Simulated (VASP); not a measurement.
# BAs (F-43m) in VASP: further runs

The runs below take BAs through single point, with r2SCAN, PBE.

Everything below comes from runs of VASP 6.6.1. Logs are shortened: lines on timing, memory, paths and dates and some standing lists are left out, and cuts for length are marked.

### Step 1. The cell of the first run

It takes space group F-43m (No. 216, cubic). Conventional cell: a = 4.927 Å, b = 4.927 Å, c = 4.927 Å, α = 90.00°, β = 90.00°, γ = 90.00°. Within 2.8 Å of B (site symmetry -43m) lie 4 As at 2.13 Å. As (site symmetry -43m) has 4 B at 2.13 Å within 2.8 Å.

### Step 2. Single point, r2SCAN (strain +3.0%)

Contents of POSCAR:

```
BAs
1.0
    0.0000000000      2.4636236322      2.4636236322
    2.4636236322      0.0000000000      2.4636236322
    2.4636236322      2.4636236322      0.0000000000
B As
1 1
Direct
    0.0000000000      0.0000000000      0.0000000000
    0.2500000000      0.2500000000      0.2500000000
```

Contents of INCAR.step1:

```
SYSTEM = BAs
ALGO     = Normal         ! electronic algorithm
EDIFF    = 1E-4           ! SCF threshold, eV
ENCUT    = 520            ! plane-wave cutoff, eV
GGA      = PE             ! functional
ISMEAR   = 0              ! smearing method
LASPH    = .TRUE.         ! aspherical terms in the spheres
LCHARG   = .FALSE.        ! write CHGCAR
LREAL    = .FALSE.        ! projectors in reciprocal space
LWAVE    = .TRUE.         ! write WAVECAR
NBANDS   = 11             ! bands
NELM     = 100            ! most SCF steps
PREC     = Accurate       ! precision mode
SIGMA    = 0.01           ! smearing width, eV
```

Contents of INCAR.step2:

```
SYSTEM = BAs
ALGO     = Normal         ! electronic algorithm
EDIFF    = 1E-6           ! SCF threshold, eV
ENCUT    = 520            ! plane-wave cutoff, eV
ISIF     = 2              ! what is computed and relaxed
ISMEAR   = 0              ! smearing method
ISTART   = 1            
LASPH    = .TRUE.         ! aspherical terms in the spheres
LCHARG   = .FALSE.        ! write CHGCAR
LMIXTAU  = .TRUE.       
LREAL    = .FALSE.        ! projectors in reciprocal space
LWAVE    = .FALSE.        ! write WAVECAR
METAGGA  = R2SCAN         ! meta-GGA
NBANDS   = 11             ! bands
NELM     = 100            ! most SCF steps
PREC     = Accurate       ! precision mode
SIGMA    = 0.01           ! smearing width, eV
```

Contents of KPOINTS:

```
k-points
0
G
  10 10 10
  0 0 0
```

Potentials or basis: VASP PAW PBE potentials, release 64 (B, As).

On the command line:

```bash
$ cat potpaw_PBE.64/B/POTCAR potpaw_PBE.64/As/POTCAR > POTCAR
$ cp INCAR.step1 INCAR
$ mpirun -np 1 vasp_std > vasp.out
$ cp INCAR.step2 INCAR
$ mpirun -np 1 vasp_std > vasp.out
```

OUTCAR:

```text
SYSTEM = BAs
   EDIFF = 1E-6
   ENCUT = 520
   ISIF = 2
   ISMEAR = 0
   ISTART = 1
   LASPH = .TRUE.
   LREAL = .FALSE.
   METAGGA = R2SCAN
   NELM = 100
   PREC = Accurate

 ion  position               nearest neighbor table
   1  0.000  0.000  0.000-   2 2.13   2 2.13   2 2.13   2 2.13
   2  0.250  0.250  0.250-   1 2.13   1 2.13   1 2.13   1 2.13

  LATTYP: Found a face centered cubic cell.
 ALAT       =     4.9272472644

  Lattice vectors:

 A1 = (   0.0000000000,   2.4636236322,   2.4636236322)
 A2 = (   2.4636236322,   0.0000000000,   2.4636236322)
 A3 = (   2.4636236322,   2.4636236322,   0.0000000000)

Analysis of symmetry for initial positions (statically):
=====================================================================
 Subroutine PRICEL returns:
 Original cell was already a primitive cell.

 Routine SETGRP: Setting up the symmetry group for a
 face centered cubic supercell.

 Subroutine GETGRP returns: Found 24 space group operations
 (whereof 24 operations were pure point group operations)
 out of a pool of 48 trial point group operations.

The static configuration has the point symmetry T_d .

Analysis of symmetry for dynamics (positions and initial velocities):
=====================================================================
 Subroutine PRICEL returns:
 Original cell was already a primitive cell.

 Routine SETGRP: Setting up the symmetry group for a
 face centered cubic supercell.

 Subroutine GETGRP returns: Found 24 space group operations
 (whereof 24 operations were pure point group operations)
 out of a pool of 48 trial point group operations.

The dynamic configuration has the point symmetry T_d .

 Subroutine INISYM returns: Found 24 space group operations
 (whereof 24 operations are pure point group operations),
 and found     1 'primitive' translations

----------------------------------------------------------------------------------------

                                     Primitive cell

  volume of cell :      29.9056

  direct lattice vectors                    reciprocal lattice vectors
     0.000000000  2.463623632  2.463623632    -0.202953078  0.202953078  0.202953078
     2.463623632  0.000000000  2.463623632     0.202953078 -0.202953078  0.202953078
     2.463623632  2.463623632  0.000000000     0.202953078  0.202953078 -0.202953078

  length of vectors
     3.484089953  3.484089953  3.484089953     0.351525043  0.351525043  0.351525043

  position of ions in fractional coordinates (direct lattice)
     0.000000000  0.000000000  0.000000000
     0.250000000  0.250000000  0.250000000

[... 81 lines left out ...]
   NFREE  =      0    steps in history (QN), initial steepest desc. (CG)
   ISIF   =      2    stress and relaxation
   ISYM   =      2    0-nonsym 1-usesym 2-fastsym
   POTIM  = 0.5000    time-step for ionic-motion
   TEBEG  =    0.0;   TEEND  =   0.0 temperature during run
   PSTRESS=    0.0 pullay stress
   NELECT =       8.0000    total number of electrons
   NUPDOWN=      -1.0000    fix difference up-down
   EMIN   =  10.00;   EMAX   =-10.00  energy-range for DOS
   EFERMI =   0.00;   METHOD = LEGACY
   ISMEAR =     0;   SIGMA  =   0.01  broadening in eV -4-tet -1-fermi 0-gaus
   EFERMI_NEDOS =   21; number of points for ismear=-14 and -15
   IALGO  =     38    algorithm
   IMIX   =      4    mixing-type and parameters
     AMIX     =   0.40;   BMIX     =  1.00
     AMIX_MAG =   1.60;   BMIX_MAG =  1.00
  volume/ion in A,a.u.               =      14.95       100.91
  Fermi-wavevector in a.u.,A,eV,Ry     =   1.054841  1.993361 15.139069  1.112690
  Thomas-Fermi vector in A             =   2.190017
   LORBIT       =      0    0 simple, 1 ext, 2 COOP (PROOUT), +10 PAW based schemes
   METAGGA = R2SCAN    functional components
   LHFCALC =     F    Hartree Fock is set to
   AEXX    =    0.0000 exact exchange contribution
   IVDW    =     0    specifies the selected vdW correction
   LEPSILON=     F    determine dielectric tensor
   LRPA    =     F    only Hartree local field effects (RPA)
 non-spin polarized calculation
 Gauss-broadening in eV      SIGMA  =   0.01
  energy-cutoff  :      520.00
  volume of cell :       29.91
 maximum number of plane-waves:       822
 NGX is ok and might be reduce to    28
   NGX = 13   NGY = 13   NGZ = 13

 number of electron       8.0000000 magnetization

 Free energy of the ion-electron system (eV)
  ---------------------------------------------------
  ext. energy  EPLUGINS =         0.00000000
  ---------------------------------------------------
  free energy    TOTEN  =       -22.17043628 eV

  energy without entropy =      -22.17043628  energy(sigma->0) =      -22.17043628

 E-fermi :   5.0919     XC(G=0): -10.7178

 val. band max:        5.0244380218   @ k =   0.0000   0.0000   0.0000
 cond. band min:       6.4874780038   @ k =   0.4000   0.4000   0.0000
 fundamental gap:      1.4630399820
 Fermi energy:         5.0918672123

 k-point     1 :       0.0000    0.0000    0.0000
  band No.  band energies     occupation
      1     -10.2859      2.00000
      2       5.0244      2.00000
      3       5.0244      2.00000
      4       5.0244      2.00000
      5       8.3707      0.00000
      6       8.3707      0.00000
      7       8.3707      0.00000
      8       8.9672      0.00000
      9      14.9186      0.00000
     10      18.1126      0.00000
     11      18.1126      0.00000
[... 309 lines left out ...]
 k-point    24 :       0.4000    0.3000    0.0000
  band No.  band energies     occupation
      1      -7.7544      2.00000
      2      -1.5530      2.00000
      3       1.2321      2.00000
      4       1.6830      2.00000
      5       6.9764      0.00000
      6       8.6760      0.00000
      7      13.7794      0.00000
      8      14.0571      0.00000
      9      17.1333      0.00000
     10      20.6049      0.00000
     11      21.0155      0.00000

 [... further k-points ...]
[... 5 lines left out ...]
  --------------------------------------------------------------------------------------
  -------------------------------------------------------------------------------------
  Total       -1.9259625     -1.9259625     -1.9259625     -0.0000000      0.0000000     -0.0000000
  in kB     -103.1823294   -103.1823294   -103.1823294     -0.0000000      0.0000000     -0.0000000
  external PRESSURE =    -103.1823294 kB  Pullay stress =       0.0000000 kB

 VOLUME and BASIS-vectors are now :
 -----------------------------------------------------------------------------
  energy-cutoff  :      520.00
  volume of cell :       29.91
      direct lattice vectors                 reciprocal lattice vectors
     0.000000000  2.463623632  2.463623632    -0.202953078  0.202953078  0.202953078
     2.463623632  0.000000000  2.463623632     0.202953078 -0.202953078  0.202953078
     2.463623632  2.463623632  0.000000000     0.202953078  0.202953078 -0.202953078

 POSITION                                       TOTAL-FORCE (eV/Angst)
 -----------------------------------------------------------------------------------
      0.00000      0.00000      0.00000        -0.000000     -0.000000     -0.000000
      1.23181      1.23181      1.23181         0.000000      0.000000      0.000000
 -----------------------------------------------------------------------------------
    total drift:                                0.000000      0.000000      0.000000

  FREE ENERGIE OF THE ION-ELECTRON SYSTEM (eV)
  ---------------------------------------------------
  free  energy   TOTEN  =       -22.1704362809 eV

  energy  without entropy=      -22.1704362809  energy(sigma->0) =      -22.17043628
```

OUTCAR.step1:

```text
SYSTEM = BAs
   EDIFF = 1E-4
   ENCUT = 520
   GGA = PE
   ISMEAR = 0
   LASPH = .TRUE.
   LREAL = .FALSE.
[... 557 lines left out ...]
      0.00000      0.00000      0.00000         0.000000      0.000000      0.000000
      1.23181      1.23181      1.23181        -0.000000     -0.000000     -0.000000
 -----------------------------------------------------------------------------------
    total drift:                               -0.000000     -0.000000      0.000000

  FREE ENERGIE OF THE ION-ELECTRON SYSTEM (eV)
  ---------------------------------------------------
  free  energy   TOTEN  =       -11.3631090495 eV

  energy  without entropy=      -11.3631090495  energy(sigma->0) =      -11.36310905
```

OSZICAR.step1:

```text
N       E                     dE             d eps       ncg     rms          rms(c)
DAV:   1     0.115702340766E+02    0.11570E+02   -0.35927E+03  1034   0.630E+02
DAV:   2    -0.110758938199E+02   -0.22646E+02   -0.21587E+02  1337   0.101E+02
DAV:   3    -0.118356553057E+02   -0.75976E+00   -0.75798E+00  1281   0.170E+01
DAV:   4    -0.118379238587E+02   -0.22686E-02   -0.22684E-02  1173   0.106E+00
DAV:   5    -0.118379278153E+02   -0.39566E-05   -0.39566E-05  1244   0.475E-02    0.431E+00
DAV:   6    -0.114078404245E+02    0.43009E+00   -0.13160E+00  1097   0.441E+00    0.211E+00
DAV:   7    -0.113680630518E+02    0.39777E-01   -0.13103E-01  1204   0.181E+00    0.911E-01
DAV:   8    -0.113626412534E+02    0.54218E-02   -0.17922E-02  1166   0.748E-01    0.890E-02
DAV:   9    -0.113629398771E+02   -0.29862E-03   -0.81521E-04  1151   0.154E-01    0.495E-02
DAV:  10    -0.113631023324E+02   -0.16246E-03   -0.19797E-04  1095   0.846E-02    0.113E-02
DAV:  11    -0.113631090495E+02   -0.67171E-05   -0.63001E-06   562   0.167E-02
   1 F= -.11363109E+02 E0= -.11363109E+02  d E =-.660072E-27
```

Wall time 40 s (1 thread of Intel Xeon 6975P-C (Granite Rapids), shared host); peak memory 0.17 GiB.

What came out:

```
Free energy            : -22.1704 eV
Pressure               : -10.3 GPa
Band gap on the k mesh : 1.46 eV, indirect (least direct gap 3.35 eV)
```

Caveat: the cell differs from its parent crystal (strain +3.0%); the PAW data sets were made with another functional, which shifts forces and pressure a little. A k mesh can miss the band edges.

(Continued in part 2 of 2.)
